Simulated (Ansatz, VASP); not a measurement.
Cd: VASP beside Ansatz

```xyz
2
Lattice="0.0000 2.5623 2.5623 2.5623 0.0000 2.5623 2.5623 2.5623 0.0000" Properties=species:S:1:pos:R:3 pbc="T T T"
Cd   -0.6406   -0.6406   -0.6406
Cd    0.6406    0.6406    0.6406
```

Change from the starting cell: volume scaled by 0.45, crystal datasets.

Alike in both runs: task single point; functional PBE; k mesh 12 × 12 × 12; occupations fermi-dirac, width 0.08 eV; no spin polarisation.

```csv
,VASP,Ansatz
version,VASP 6.6.1,Ansatz 0.2.0
potentials or method,"VASP PAW PBE potentials, release 64 (Cd), cutoff 520 eV","all-electron PAW with datasets made for the crystal, scalar-relativistic"
```

|  | VASP | Ansatz | Ansatz less VASP |
| --- | --- | --- | --- |
| pressure (GPa) | 119.7 | 114.3 | -5.43 |

Both programs put the cell under a high pressure, so it lies far from rest at this level. Ansatz ran all-electron here, and VASP with PAW potentials.

Noted on VASP's run: the cell as given lies far from equilibrium.
